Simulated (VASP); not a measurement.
The system is Co.

```
Co
1.0
     2.50384    0.00000    0.00000
    -1.25192    2.16839    0.00000
     0.00000    0.00000    4.09020
Co
2
Direct
  0.33333 0.66667 0.74014
  0.66667 0.33333 0.25986
```

Base run:

| Property | Result |
| --- | --- |
| Program | VASP 6.6.1 |
| Functional | r2SCAN |
| Potentials or basis | VASP PAW PBE potentials, release 64 (Co_sv) |
| Cutoff | 660 eV |
| k mesh | 12 × 12 × 7 |
| Occupations | fermi-dirac, width 0.05 eV |
| Spin | collinear spin, ferromagnetic start |
| Starting moments | [2.0, 2.0] μB |

Its results: pressure -9.9 GPa; net moment 3.59 μB per cell; site moments Co +1.95 μB; largest force 0.140 eV/Å.

Question: The run is repeated on the same cell with these changes: functional from r2SCAN to PBEsol; cutoff from 660 eV to 600 eV. What comes out?

Answer: Pressure -16.6 GPa; net moment 3.30 μB per cell; site moments Co +1.71 μB; largest force 0.376 eV/Å.

Caveats: the cell stands under tension; the PAW data sets were made with another functional, which shifts forces and pressure a little.
